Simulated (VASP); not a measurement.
**BiPt: electric field gradients with LDA**

Crystal: BiPt.

```
Bi Pt
1.0
     4.37178    0.00000    0.00000
    -2.18589    3.78608    0.00000
     0.00000    0.00000    5.56225
Bi Pt
2 2
Direct
  0.33333 0.66667 0.25000
  0.66667 0.33333 0.75000
  0.00000 0.00000 0.00000
  0.00000 0.00000 0.50000
```

```json
{"Program": "VASP 6.6.1", "Task": "electric field gradients", "Functional": "LDA", "Potentials or basis": "VASP PAW LDA potentials, release 64 (Bi_d, Pt_sv_GW)", "Cutoff": "430 eV", "k mesh": "9 × 9 × 6", "Occupations": "fermi-dirac, width 0.05 eV", "Spin": "no spin polarisation", "Dipole correction": "no", "Further INCAR settings": "ALGO = Normal; EDIFF = 1e-08; NBANDS = 41"}
```

The pressure is -5.9 GPa, the band gap on the k mesh is zero (bands 33 and 34 overlap by 3.81 eV) and the largest electric field gradient by atom is Bi +7.4; Pt -163.1 V/Å².

Stress tensor (GPa, compression positive):
```
-5.44  0.00  0.00
 0.00 -5.44  0.00
 0.00  0.00 -6.85
```

Levels at points of the mesh, in eV from the Fermi level:
| k point | band 31 | band 32 | band 33 | band 34 | band 35 | band 36 |
| --- | --- | --- | --- | --- | --- | --- |
| (0.00, 0.00, 0.00) | 0.32 | 0.32 | 0.98 | 1.70 | 2.36 | 2.79 |
| (0.00, 0.00, 0.50) | -1.66 | -1.66 | 2.39 | 2.39 | 2.39 | 2.39 |

Electric field gradients, principal values (V/Å²):
```
atom   least  middle  greatest (by size)
1 Bi  -3.681  -3.684               7.366
2 Bi  -3.681  -3.684               7.366
3 Pt  81.536  81.537            -163.073
4 Pt  81.536  81.537            -163.073
```

Run time: 65 s on 1 thread of Intel(R) Xeon(R) 6975P-C (Granite Rapids), on a shared host, peak memory 0.24 GiB.

Caveat: the cell stands under tension; without QUAD_EFG the Cq values of the log hold for a quadrupole moment of 1 mb, not for the nuclei; spin-orbit coupling is left out, which moves the levels of the heavy elements.
